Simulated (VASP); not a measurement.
Here is a VASP 6.6.1 calculation.

File INCAR:

```
  PREC = Accurate
  ENCUT = 520
  EDIFF = 1E-7
  ISMEAR = 0
  SIGMA = 0.1
  LREAL = False
  LASPH = True
  NELM = 150
  ALGO = Normal
  ISIF = 2
  LWAVE = False
  LCHARG = False
  ISPIN = 2
  MAGMOM = 0 3
  LORBIT = 11
  LMAXMIX = 4
  GGA = PE
  NBANDS = 17
```

File KPOINTS:

```
regular mesh
0
Gamma
  6 6 4
```

Contents of POSCAR:

```
AlCo
1.0
    2.7032578300      0.0000000000      0.0000000000
   -1.3516289100      2.3410899500      0.0000000000
    0.0000000000      0.0000000000      4.1051371800
Al Co
1 1
Direct
    0.0000000000      0.0000000000      0.5000000000
    0.6666666700      0.3333333300      0.0000000000
```

Potentials or basis: VASP PAW PBE potentials, release 64 (Al, Co).

Launch:

```bash
$ cat potpaw_PBE.64/Al/POTCAR potpaw_PBE.64/Co/POTCAR > POTCAR
$ mpirun -np 1 vasp_std > vasp.out
```

**Question.** Predict the net moment.

**Answer.** 0.88 μB per cell.

**Question.** What does it give for the pressure?

**Answer.** -7.9 GPa.

**Question.** What does it give for the site moments?

**Answer.** Al -0.01; Co +0.93 μB.

Stress tensor (GPa, compression positive):
```
 -1.84   0.00   0.00
  0.00  -1.84   0.00
  0.00   0.00 -20.01
```

Caveat: the k points lie up to 0.45 Å⁻¹ apart.
